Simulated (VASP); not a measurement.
Wanted: the native input for a VASP 6.6.1 run.

```
Task                               : single point
Functional                         : HSE06
Potentials or basis                : VASP PAW PBE potentials, release 64 (Mg, S)
Cutoff                             : 520 eV
k mesh                             : 6 × 6 × 6
Occupations                        : fermi-dirac, width 0.02 eV
Spin                               : no spin polarisation
Dipole correction                  : no
Grid for exact exchange (PRECFOCK) : Normal
Further INCAR settings             : ALGO = Normal; EDIFF = 1e-07; NBANDS = 11
Share of exact exchange            : 0.25
Screening parameter                : 0.2079 1/Å
```

Crystal: MgS.

```
CELL_PARAMETERS angstrom
0.00000 2.59723 2.59723
2.59723 0.00000 2.59723
2.59723 2.59723 0.00000
ATOMIC_POSITIONS crystal
Mg 0.00000 0.00000 0.00000
S 0.50000 0.50000 0.50000
```

One way to write it, as run:

POSCAR

```
MgS
1.0
    0.0000000000      2.5972332001      2.5972332001
    2.5972332001      0.0000000000      2.5972332001
    2.5972332001      2.5972332001      0.0000000000
Mg S
1 1
Direct
    0.0000000000      0.0000000000      0.0000000000
    0.5000000000      0.5000000000      0.5000000000
```

INCAR.step1

```
  ALGO = Normal
  EDIFF = 1E-5
  ENCUT = 520
  GGA = PE
  ISIF = 2
  ISMEAR = -1
  LASPH = True
  LCHARG = False
  LREAL = False
  LWAVE = True
  NBANDS = 11
  NELM = 80
  PREC = Accurate
  SIGMA = 0.02
```

INCAR.step2

```
  ALGO = Normal
  EDIFF = 1E-7
  ENCUT = 520
  GGA = PE
  HFSCREEN = 0.2079
  ISIF = 2
  ISMEAR = -1
  ISTART = 1
  LASPH = True
  LCHARG = False
  LHFCALC = True
  LREAL = False
  LWAVE = False
  NBANDS = 11
  NELM = 80
  PREC = Accurate
  PRECFOCK = Normal
  SIGMA = 0.02
```

KPOINTS

```
k-points
0
Gamma
  6 6 6
```

Potentials or basis: VASP PAW PBE potentials, release 64 (Mg, S).

Launch:

```bash
$ cat potpaw_PBE.64/Mg/POTCAR potpaw_PBE.64/S/POTCAR > POTCAR
$ cp INCAR.step1 INCAR
$ mpirun -np 1 vasp_std > vasp.out
$ cp INCAR.step2 INCAR
$ mpirun -np 1 vasp_std > vasp.out
```

It gave:

| Item | Value |
| --- | --- |
| Pressure | -0.3 GPa |
| Band gap on the k mesh | 3.76 eV (least direct gap 4.84 eV) |

Caveat: the PAW data sets were made with another functional, which shifts forces and pressure a little.

Wall time 7.7 min on 1 thread of Intel(R) Xeon(R) 6975P-C (Granite Rapids), with other jobs on the host, peak memory 0.27 GiB.
